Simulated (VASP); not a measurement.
**InC2: single point with PBE**

The system is InC2.

```
In C
1.0
     5.42376    0.00000    0.00000
     0.00000    5.42376    0.00000
     0.00000    0.00000    3.84672
In C
2 4
Cartesian
  2.7119 2.7119 0.0000
  0.0000 0.0000 0.0000
  4.9724 3.1632 0.0000
  0.4513 2.2605 0.0000
  3.1632 0.4513 0.0000
  2.2605 4.9724 0.0000
```

The cell was generated, and may not be a known phase.

```json
{"Program": "VASP 6.6.1", "Task": "single point", "Functional": "PBE", "Potentials or basis": "VASP PAW PBE potentials, release 64 (In_d, C_h)", "Cutoff": "1300 eV", "k mesh": "4 × 4 × 8", "Occupations": "gaussian, width 0.1 eV", "Spin": "no spin polarisation", "Dipole correction": "no", "Further INCAR settings": "ALGO = Normal; EDIFF = 1e-06; NBANDS = 30"}
```

The pressure is 0.1 GPa, the largest force is 0.034 eV/Å and the band gap on the k mesh is zero (bands 21 and 22 overlap by 1.67 eV).

Forces in eV/Å, atoms in the order of the input:
```
In   0.000  0.000  0.000
In   0.000  0.000  0.000
C    0.024 -0.024  0.000
C   -0.024  0.024  0.000
C   -0.024 -0.024  0.000
C    0.024  0.024  0.000
```

Stress tensor (GPa, compression positive):
```
-0.11  0.00  0.00
 0.00 -0.11  0.00
 0.00  0.00  0.37
```

Levels at points of the mesh, in eV from the Fermi level:
| k point | band 18 | band 19 | band 20 | band 21 | band 22 | band 23 | band 24 | band 25 |
| --- | --- | --- | --- | --- | --- | --- | --- | --- |
| (0.00, 0.00, 0.00) | -3.93 | -2.72 | -1.90 | -1.66 | 2.77 | 4.56 | 4.56 | 5.06 |
| (0.50, 0.00, 0.00) | -2.21 | -2.16 | -2.16 | -0.41 | -0.41 | 3.75 | 3.75 | 4.03 |
| (0.50, 0.50, 0.00) | -2.69 | -2.05 | -2.05 | 1.01 | 1.01 | 1.84 | 1.84 | 3.00 |
| (0.00, 0.00, 0.50) | -3.77 | -3.77 | -2.77 | -1.48 | 1.22 | 1.98 | 2.75 | 2.75 |
| (0.50, 0.00, 0.50) | -3.50 | -1.97 | -1.97 | 0.23 | 0.23 | 0.53 | 0.53 | 3.93 |
| (0.50, 0.50, 0.50) | -3.11 | -2.54 | -2.54 | -0.62 | -0.62 | 1.31 | 1.31 | 3.41 |

Run time: 6.3 min on 1 thread of AMD EPYC 7R43 64-Core Processor (Zen 3) (shared host), peak memory 0.62 GiB.

Caveat: spin-orbit coupling is left out, which moves the levels of the heavy elements.
